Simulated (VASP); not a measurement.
# KCl (P6_3/mmc) in VASP: settings compared

The runs below take KCl through single point, with LDA, PBE.

All numbers are computed with VASP 6.6.1; they aren't measurements. Logs are shortened: lines on timing, memory, paths and dates and some standing lists are left out, and cuts for length are marked.

## Step 1: The cell of the first run

Symmetry: P6_3/mmc, No. 194, hexagonal system. The conventional cell has a = 5.344 Å, b = 5.344 Å, c = 6.239 Å, α = 90.00°, β = 90.00°, γ = 120.00°. Within 4.1 Å of K (site symmetry -6m2) lie 5 Cl at 3.09 to 3.12 Å. Cl (site symmetry -6m2) has 5 K at 3.09 to 3.12 Å within 4.1 Å.

## Step 2: Single point, LDA

The input, INCAR:

```
SYSTEM = KCl
PREC = Accurate ; ENCUT = 520
EDIFF = 1E-6 ; ISMEAR = 0
SIGMA = 0.01 ; LREAL = .FALSE.
LASPH = .TRUE. ; NELM = 60
ALGO = Normal ; ISIF = 2
LWAVE = .FALSE. ; LCHARG = .FALSE.
GGA = CA ; NBANDS = 24
```

The input, KPOINTS:

```
Automatic mesh
0
G
  6 6 4
  0 0 0
```

The input, POSCAR:

```
KCl
1.0
    5.3436722045      0.0000000000      0.0000000000
   -2.6718361022      4.6277558786      0.0000000000
    0.0000000000      0.0000000000      6.2390532212
K Cl
2 2
Direct
    0.3333333333      0.6666666667      0.2500000000
    0.6666666667      0.3333333333      0.7500000000
    0.6666666667      0.3333333333      0.2500000000
    0.3333333333      0.6666666667      0.7500000000
```

Potentials or basis: VASP PAW LDA potentials, release 64 (K_sv, Cl).

On the command line:

```
$ cat potpaw_LDA.64/K_sv/POTCAR potpaw_LDA.64/Cl/POTCAR > POTCAR
$ mpirun -np 1 vasp_std > vasp.out
```

OUTCAR:

```text
SYSTEM = KCl
   PREC = Accurate
   ENCUT = 520
   EDIFF = 1E-6
   ISMEAR = 0
   LREAL = .FALSE.
   LASPH = .TRUE.
   NELM = 60
   ISIF = 2
   GGA = CA

 ion  position               nearest neighbor table
   1  0.333  0.667  0.250-   3 3.09   3 3.09   3 3.09   4 3.12   4 3.12
   2  0.667  0.333  0.750-   4 3.09   4 3.09   4 3.09   3 3.12   3 3.12
   3  0.667  0.333  0.250-   1 3.09   1 3.09   1 3.09   2 3.12   2 3.12
   4  0.333  0.667  0.750-   2 3.09   2 3.09   2 3.09   1 3.12   1 3.12

  LATTYP: Found a hexagonal cell.
 ALAT       =     5.3436722045
 C/A-ratio  =     1.1675591209

  Lattice vectors:

 A1 = (   5.3436722045,   0.0000000000,   0.0000000000)
 A2 = (  -2.6718361022,   4.6277558786,   0.0000000000)
 A3 = (   0.0000000000,   0.0000000000,   6.2390532212)

Analysis of symmetry for initial positions (statically):
=====================================================================
 Subroutine PRICEL returns:
 Original cell was already a primitive cell.

 Routine SETGRP: Setting up the symmetry group for a
 hexagonal supercell.

 Subroutine GETGRP returns: Found 24 space group operations
 (whereof 12 operations were pure point group operations)
 out of a pool of 24 trial point group operations.

The static configuration has the point symmetry D_3d.
 The point group associated with its full space group is D_6h.

Analysis of symmetry for dynamics (positions and initial velocities):
=====================================================================
 Subroutine PRICEL returns:
 Original cell was already a primitive cell.

 Routine SETGRP: Setting up the symmetry group for a
 hexagonal supercell.

 Subroutine GETGRP returns: Found 24 space group operations
 (whereof 12 operations were pure point group operations)
 out of a pool of 24 trial point group operations.

The dynamic configuration has the point symmetry D_3d.
 The point group associated with its full space group is D_6h.

 Subroutine INISYM returns: Found 24 space group operations
 (whereof 12 operations are pure point group operations),
 and found     1 'primitive' translations

----------------------------------------------------------------------------------------

                                     Primitive cell

  volume of cell :     154.2869

  direct lattice vectors                    reciprocal lattice vectors
     5.343672204  0.000000000  0.000000000     0.187137227  0.108043729  0.000000000
[... 86 lines left out ...]
   EDIFF  = 0.1E-05   stopping-criterion for ELM
   LREAL  =      F    real-space projection
   EDIFFG = 0.1E-04   stopping-criterion for IOM
   NSW    =      0    number of steps for IOM
   IBRION =     -1    ionic relax: 0-MD 1-quasi-New 2-CG
   NFREE  =      0    steps in history (QN), initial steepest desc. (CG)
   ISIF   =      2    stress and relaxation
   ISYM   =      2    0-nonsym 1-usesym 2-fastsym
   POTIM  = 0.5000    time-step for ionic-motion
   TEBEG  =    0.0;   TEEND  =   0.0 temperature during run
   PSTRESS=    0.0 pullay stress
   NELECT =      32.0000    total number of electrons
   NUPDOWN=      -1.0000    fix difference up-down
   EMIN   =  10.00;   EMAX   =-10.00  energy-range for DOS
   EFERMI =   0.00;   METHOD = LEGACY
   ISMEAR =     0;   SIGMA  =   0.01  broadening in eV -4-tet -1-fermi 0-gaus
   EFERMI_NEDOS =   21; number of points for ismear=-14 and -15
   IALGO  =     38    algorithm
   IMIX   =      4    mixing-type and parameters
     AMIX     =   0.40;   BMIX     =  1.00
     AMIX_MAG =   1.60;   BMIX_MAG =  1.00
  volume/ion in A,a.u.               =      38.57       260.29
  Fermi-wavevector in a.u.,A,eV,Ry     =   0.969055  1.831249 12.776795  0.939068
  Thomas-Fermi vector in A             =   2.099076
   LORBIT       =      0    0 simple, 1 ext, 2 COOP (PROOUT), +10 PAW based schemes
   GGA     = CA    functional components
   LHFCALC =     F    Hartree Fock is set to
   AEXX    =    0.0000 exact exchange contribution
   IVDW    =     0    specifies the selected vdW correction
   LEPSILON=     F    determine dielectric tensor
   LRPA    =     F    only Hartree local field effects (RPA)
 non-spin polarized calculation
 Gauss-broadening in eV      SIGMA  =   0.01
  energy-cutoff  :      520.00
  volume of cell :      154.29
 maximum number of plane-waves:      4176
 NGX is ok and might be reduce to    40
   NGX = 19   NGY = 19   NGZ = 23

 number of electron      32.0000005 magnetization

 Free energy of the ion-electron system (eV)
  ---------------------------------------------------
  ext. energy  EPLUGINS =         0.00000000
  ---------------------------------------------------
  free energy    TOTEN  =       -14.43620624 eV

  energy without entropy =      -14.43620624  energy(sigma->0) =      -14.43620624

 E-fermi :  -2.7400     XC(G=0):  -7.0440

 val. band max:       -2.8755397672   @ k =   0.0000   0.0000   0.0000
 cond. band min:       1.5622855033   @ k =   0.0000   0.0000   0.0000
 fundamental gap:      4.4378252705
 Fermi energy:        -2.7399873665

 k-point     1 :       0.0000    0.0000    0.0000
  band No.  band energies     occupation
      1     -29.8569      2.00000
      2     -29.8431      2.00000
      3     -14.8404      2.00000
      4     -14.7499      2.00000
      5     -13.6856      2.00000
      6     -13.6382      2.00000
[... 556 lines left out ...]
     23       6.0438      0.00000
     24       6.0438      0.00000

------------------------ aborting loop because EDIFF is reached ----------------------------------------

  FORCE on cell =-STRESS in cart. coord.  units (eV):
  Direction    XX          YY          ZZ          XY          YZ          ZX
  --------------------------------------------------------------------------------------
  -------------------------------------------------------------------------------------
  Total       -1.2706720     -1.2706720     -1.5836382     -0.0000000      0.0000000      0.0000000
  in kB      -13.1951732    -13.1951732    -16.4451410     -0.0000000      0.0000000      0.0000000
  external PRESSURE =     -14.2784958 kB  Pullay stress =       0.0000000 kB

 VOLUME and BASIS-vectors are now :
 -----------------------------------------------------------------------------
  energy-cutoff  :      520.00
  volume of cell :      154.29
      direct lattice vectors                 reciprocal lattice vectors
     5.343672204  0.000000000  0.000000000     0.187137227  0.108043729  0.000000000
    -2.671836102  4.627755879  0.000000000     0.000000000  0.216087457  0.000000000
     0.000000000  0.000000000  6.239053221     0.000000000  0.000000000  0.160280729

 POSITION                                       TOTAL-FORCE (eV/Angst)
 -----------------------------------------------------------------------------------
     -0.00000      3.08517      1.55976         0.000000     -0.000000     -0.000000
      2.67184      1.54259      4.67929        -0.000000     -0.000000     -0.000000
      2.67184      1.54259      1.55976        -0.000000      0.000000     -0.000000
     -0.00000      3.08517      4.67929         0.000000     -0.000000      0.000000
 -----------------------------------------------------------------------------------
    total drift:                               -0.000000      0.000000     -0.000000

  FREE ENERGIE OF THE ION-ELECTRON SYSTEM (eV)
  ---------------------------------------------------
  free  energy   TOTEN  =       -14.4362062360 eV

  energy  without entropy=      -14.4362062360  energy(sigma->0) =      -14.43620624
```

OSZICAR:

```text
N       E                     dE             d eps       ncg     rms          rms(c)
DAV:   1     0.251528687409E+03    0.25153E+03   -0.13926E+04  1008   0.114E+03
DAV:   2     0.972846155973E+01   -0.24180E+03   -0.22604E+03  1232   0.321E+02
DAV:   3    -0.145664884088E+02   -0.24295E+02   -0.24166E+02  1672   0.856E+01
DAV:   4    -0.152338832424E+02   -0.66739E+00   -0.66614E+00  1432   0.156E+01
DAV:   5    -0.152688066402E+02   -0.34923E-01   -0.34921E-01  1608   0.234E+00    0.494E+00
DAV:   6    -0.145271184472E+02    0.74169E+00   -0.12614E+00  1232   0.441E+00    0.382E+00
DAV:   7    -0.144308914368E+02    0.96227E-01   -0.29245E-01  1304   0.228E+00    0.231E+00
DAV:   8    -0.144329986482E+02   -0.21072E-02   -0.60145E-02  1448   0.131E+00    0.456E-01
DAV:   9    -0.144334283120E+02   -0.42966E-03   -0.85813E-03  1328   0.409E-01    0.160E-01
DAV:  10    -0.144360483676E+02   -0.26201E-02   -0.15174E-03  1216   0.219E-01    0.252E-02
DAV:  11    -0.144361730609E+02   -0.12469E-03   -0.89589E-05  1464   0.478E-02    0.244E-02
DAV:  12    -0.144362057493E+02   -0.32688E-04   -0.38119E-05  1176   0.253E-02    0.479E-03
DAV:  13    -0.144362062360E+02   -0.48664E-06   -0.19915E-06  1176   0.749E-03
   1 F= -.14436206E+02 E0= -.14436206E+02  d E =-.622051E-84
```

stdout:

```text
POSCAR found type information on POSCAR K Cl
 POSCAR found :  2 types and       4 ions
 scaLAPACK will be used
 LDA part: xc-table for (Slater(with rela. corr.)+CA(PZ))
 , standard interpolation
 POSCAR, INCAR and KPOINTS ok, starting setup
 FFT: planning ... GRIDC
 FFT: planning ... GRID_SOFT
 FFT: planning ... GRID
 WAVECAR not read
 entering main loop
```

Wall time 100 s (1 thread of Intel Xeon 8259CL, shared host); peak memory 0.24 GiB.

Results:

```yaml
Free_energy: -14.4362 eV
Pressure: -1.4 GPa
Band_gap_on_the_k_mesh: 4.44 eV
```

A k mesh can miss the band edges.

## Step 3: Single point, PBE

This run uses another cell than the first one, of 39.81 Å³/atom.

The input, INCAR:

```
SYSTEM = KCl
PREC = Accurate
ENCUT = 520
EDIFF = 1E-7
ISMEAR = -1
SIGMA = 0.02
LREAL = .FALSE.
LASPH = .TRUE.
NELM = 100
ALGO = Normal
ISIF = 2
LWAVE = .FALSE.
LCHARG = .FALSE.
GGA = PE
NBANDS = 24
```

The input, KPOINTS:

```
regular mesh
0
G
  6 6 4
  0 0 0
```

The input, POSCAR:

```
KCl
1.0
    5.3924625702      0.0000000000      0.0000000000
   -2.6962312851      4.6700095747      0.0000000000
    0.0000000000      0.0000000000      6.3240811739
K Cl
2 2
Direct
    0.3333333333      0.6666666667      0.2500000000
    0.6666666667      0.3333333333      0.7500000000
    0.6666666667      0.3333333333      0.2500000000
    0.3333333333      0.6666666667      0.7500000000
```

Potentials or basis: VASP PAW PBE potentials, release 64 (K_sv, Cl).

On the command line:

```
$ cat potpaw_PBE.64/K_sv/POTCAR potpaw_PBE.64/Cl/POTCAR > POTCAR
$ mpirun -np 1 vasp_std > vasp.out
```

Run time: 2.3 min. Hardware: 1 thread of Intel Xeon 8259CL, shared host; peak memory 0.28 GiB.

The run converged. Its results:

```yaml
Free_energy: -13.4568 eV
Pressure: 0.0 GPa
Band_gap_on_the_k_mesh: 4.71 eV
```

Levels at points of the mesh, in eV from the valence-band top:
```
           k point  band 13  band 14  band 15  band 16  band 17  band 18  band 19  band 20
(0.00, 0.00, 0.00)    -0.40    -0.26    -0.26     0.00     4.71     7.91     8.18     8.18
(0.50, 0.00, 0.00)    -0.39    -0.37    -0.20    -0.12     6.44     7.15     7.29     7.55
(0.00, 0.00, 0.50)    -0.34    -0.34    -0.34    -0.34     5.96     5.96     9.36     9.36
(0.50, 0.00, 0.50)    -0.28    -0.28    -0.25    -0.25     6.85     6.85     8.44     8.44
```

A k mesh can miss the band edges.
